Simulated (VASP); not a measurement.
# Pt (I4/mmm) in VASP: single point with LDA

Aim: the single point of Pt with LDA.

Program: VASP 6.6.1. These are calculated values, not measurements. Logs are shortened: lines on timing, memory, paths and dates and some standing lists are left out, and cuts for length are marked.

## 1. The cell of the first run

Symmetry: I4/mmm, No. 139, tetragonal system. Conventional cell: a = 4.093 Å, b = 4.093 Å, c = 8.732 Å, α = 90.00°, β = 90.00°, γ = 90.00°. Within 3.8 Å of Pt (site symmetry -4m2) lie 8 Pt at 2.89 to 2.99 Å. Pt (site symmetry 4/mmm) has 8 Pt at 2.99 Å within 3.9 Å.

## 2. Single point, LDA

Input file INCAR:

```
PREC = Accurate
ENCUT = 520
EDIFF = 1E-6
ISMEAR = -1
SIGMA = 0.1
LREAL = F
LASPH = T
NELM = 60
ALGO = Normal
ISIF = 2
LWAVE = F
LCHARG = F
NBANDS = 22
```

Input file KPOINTS:

```
Automatic mesh
0
Gamma
  8 8 8
```

Input file POSCAR:

```
Pt
1.0
   -2.0462790000      2.0462790000      4.3658290000
    2.0462790000     -2.0462790000      4.3658290000
    2.0462790000      2.0462790000     -4.3658290000
Pt
3
Direct
    0.7500000000      0.2500000000      0.5000000000
    0.2500000000      0.7500000000      0.5000000000
    0.5000000000      0.5000000000      0.0000000000
```

Potentials or basis: VASP PAW LDA potentials, release 64 (Pt).

Command:

```console
cat potpaw_LDA.64/Pt/POTCAR > POTCAR
mpirun -np 1 vasp_std > vasp.out
```

OUTCAR:

```text
PREC = Accurate
   ENCUT = 520
   EDIFF = 1E-6
   ISMEAR = -1
   LREAL = F
   LASPH = T
   NELM = 60
   ISIF = 2

 ion  position               nearest neighbor table
   1  0.750  0.250  0.500-   2 2.89   2 2.89   2 2.89   2 2.89   3 2.99   3 2.99   3 2.99   3 2.99

   2  0.250  0.750  0.500-   1 2.89   1 2.89   1 2.89   1 2.89   3 2.99   3 2.99   3 2.99   3 2.99

   3  0.500  0.500  0.000-   2 2.99   1 2.99   1 2.99   2 2.99   1 2.99   2 2.99   2 2.99   1 2.99

  LATTYP: Found a body centered tetragonal cell.
 ALAT       =     4.0925580000
 C/A-ratio  =     2.1335453279

  Lattice vectors:

 A1 = (  -2.0462790000,   2.0462790000,   4.3658290000)
 A2 = (   2.0462790000,  -2.0462790000,   4.3658290000)
 A3 = (   2.0462790000,   2.0462790000,  -4.3658290000)

Analysis of symmetry for initial positions (statically):
=====================================================================
 Subroutine PRICEL returns:
 Original cell was already a primitive cell.

 Routine SETGRP: Setting up the symmetry group for a
 body centered tetragonal supercell.

 Subroutine GETGRP returns: Found 16 space group operations
 (whereof 16 operations were pure point group operations)
 out of a pool of 16 trial point group operations.

The static configuration has the point symmetry D_4h.

Analysis of symmetry for dynamics (positions and initial velocities):
=====================================================================
 Subroutine PRICEL returns:
 Original cell was already a primitive cell.

 Routine SETGRP: Setting up the symmetry group for a
 body centered tetragonal supercell.

 Subroutine GETGRP returns: Found 16 space group operations
 (whereof 16 operations were pure point group operations)
 out of a pool of 16 trial point group operations.

The dynamic configuration has the point symmetry D_4h.

 Subroutine INISYM returns: Found 16 space group operations
 (whereof 16 operations are pure point group operations),
 and found     1 'primitive' translations

----------------------------------------------------------------------------------------

                                     Primitive cell

  volume of cell :      73.1234

  direct lattice vectors                    reciprocal lattice vectors
    -2.046279000  2.046279000  4.365829000     0.000000000  0.244345957  0.114525787
     2.046279000 -2.046279000  4.365829000     0.244345957  0.000000000  0.114525787
[... 83 lines left out ...]
   LSORBIT =      F    spin-orbit coupling
   LASPH  =      T    aspherical Exc in radial PAW
   ENCUT  =  520.0 eV  38.22 Ry    6.18 a.u.   9.74  9.74  9.74*2*pi/ulx,y,z
   NELM   =     60;   NELMIN=  2; NELMDL= -5     # of ELM steps
   EDIFF  = 0.1E-05   stopping-criterion for ELM
   LREAL  =      F    real-space projection
   EDIFFG = 0.1E-04   stopping-criterion for IOM
   NSW    =      0    number of steps for IOM
   IBRION =     -1    ionic relax: 0-MD 1-quasi-New 2-CG
   NFREE  =      0    steps in history (QN), initial steepest desc. (CG)
   ISIF   =      2    stress and relaxation
   ISYM   =      2    0-nonsym 1-usesym 2-fastsym
   POTIM  = 0.5000    time-step for ionic-motion
   TEBEG  =    0.0;   TEEND  =   0.0 temperature during run
   PSTRESS=    0.0 pullay stress
   NELECT =      30.0000    total number of electrons
   NUPDOWN=      -1.0000    fix difference up-down
   EMIN   =  10.00;   EMAX   =-10.00  energy-range for DOS
   EFERMI =   0.00;   METHOD = LEGACY
   ISMEAR =    -1;   SIGMA  =   0.10  broadening in eV -4-tet -1-fermi 0-gaus
   EFERMI_NEDOS =   21; number of points for ismear=-14 and -15
   IALGO  =     38    algorithm
   IMIX   =      4    mixing-type and parameters
     AMIX     =   0.40;   BMIX     =  1.00
     AMIX_MAG =   1.60;   BMIX_MAG =  1.00
  volume/ion in A,a.u.               =      24.37       164.49
  Fermi-wavevector in a.u.,A,eV,Ry     =   1.216456  2.298769 20.133432  1.479765
  Thomas-Fermi vector in A             =   2.351809
   LORBIT       =      0    0 simple, 1 ext, 2 COOP (PROOUT), +10 PAW based schemes
   GGA     = CA    functional components
   LHFCALC =     F    Hartree Fock is set to
   AEXX    =    0.0000 exact exchange contribution
   IVDW    =     0    specifies the selected vdW correction
   LEPSILON=     F    determine dielectric tensor
   LRPA    =     F    only Hartree local field effects (RPA)
 non-spin polarized calculation
  energy-cutoff  :      520.00
  volume of cell :       73.12
 maximum number of plane-waves:      1984
   NGX = 19   NGY = 19   NGZ = 19

 number of electron      30.0000002 magnetization

 Free energy of the ion-electron system (eV)
  ---------------------------------------------------
  ext. energy  EPLUGINS =         0.00000000
  ---------------------------------------------------
  free energy    TOTEN  =       -18.42902206 eV

  energy without entropy =      -18.23846054  energy(sigma->0) =      -18.33374130

 E-fermi :   4.0663     XC(G=0): -10.8379

 val. band max:        4.0662062185   @ k =  -0.1250   0.2500   0.1250
 cond. band min:       4.0694967858   @ k =   0.3750   0.2500   0.1250
 fundamental gap:      0.0032905673
 Fermi energy:         4.0663197594

 k-point     1 :       0.0000    0.0000    0.0000
  band No.  band energies     occupation
      1      -2.4408      2.00000
      2       0.1589      2.00000
      3       0.3376      2.00000
      4       0.4348      2.00000
      5       1.5031      2.00000
      6       1.5031      2.00000
[... 589 lines left out ...]
     21      10.6379      0.00000
     22      13.5785      0.00000

 [... further k-points ...]

------------------------ aborting loop because EDIFF is reached ----------------------------------------

  FORCE on cell =-STRESS in cart. coord.  units (eV):
  Direction    XX          YY          ZZ          XY          YZ          ZX
  --------------------------------------------------------------------------------------
  -------------------------------------------------------------------------------------
  Total      -13.9703821    -13.9703821    -15.9698796      0.0000000     -0.0000000     -0.0000000
  in kB     -306.0993874   -306.0993874   -349.9095664      0.0000000     -0.0000000     -0.0000000
  external PRESSURE =    -320.7027804 kB  Pullay stress =       0.0000000 kB

 VOLUME and BASIS-vectors are now :
 -----------------------------------------------------------------------------
  energy-cutoff  :      520.00
  volume of cell :       73.12
      direct lattice vectors                 reciprocal lattice vectors
    -2.046279000  2.046279000  4.365829000     0.000000000  0.244345957  0.114525787
     2.046279000 -2.046279000  4.365829000     0.244345957  0.000000000  0.114525787
     2.046279000  2.046279000 -4.365829000     0.244345957  0.244345957  0.000000000

 POSITION                                       TOTAL-FORCE (eV/Angst)
 -----------------------------------------------------------------------------------
      0.00000      2.04628      2.18291         0.000000     -0.000000      0.000000
      2.04628      0.00000      2.18291        -0.000000      0.000000      0.000000
      0.00000      0.00000      4.36583         0.000000      0.000000     -0.000000
 -----------------------------------------------------------------------------------
    total drift:                                0.000000     -0.000000      0.000000

  FREE ENERGIE OF THE ION-ELECTRON SYSTEM (eV)
  ---------------------------------------------------
  free  energy   TOTEN  =       -18.4290220570 eV

  energy  without entropy=      -18.2384605406  energy(sigma->0) =      -18.33374130
```

It took 86 s on 1 thread of Intel Xeon Platinum 8259CL at 2.50GHz (Skylake/Cascade Lake), shared host; peak memory 0.23 GiB.

What came out:

```
Free energy            : -18.4290 eV
Pressure               : -32.1 GPa
Band gap on the k mesh : zero (bands 15 and 16 overlap by 0.33 eV)
```

Levels at points of the mesh, in eV from the Fermi level:
| k point | band 11 | band 12 | band 13 | band 14 | band 15 | band 16 | band 17 | band 18 | band 19 | band 20 |
| --- | --- | --- | --- | --- | --- | --- | --- | --- | --- | --- |
| (0.00, 0.00, 0.00) | -0.97 | -0.91 | -0.25 | -0.25 | -0.06 | 0.84 | 3.21 | 5.75 | 7.00 | 7.00 |
| (0.50, 0.00, 0.00) | -1.71 | -1.26 | -1.03 | -0.99 | -0.82 | 0.04 | 0.48 | 4.03 | 4.16 | 8.50 |
| (0.50, 0.50, 0.00) | -1.03 | -0.82 | -0.64 | -0.02 | 0.24 | 0.72 | 1.44 | 2.44 | 2.56 | 4.25 |
| (0.50, 0.50, 0.50) | -0.89 | -0.72 | -0.11 | -0.02 | -0.02 | 0.29 | 0.83 | 4.18 | 4.18 | 7.41 |

Caveat: the cell stands under tension; spin-orbit coupling is left out, which moves the levels of the heavy elements.
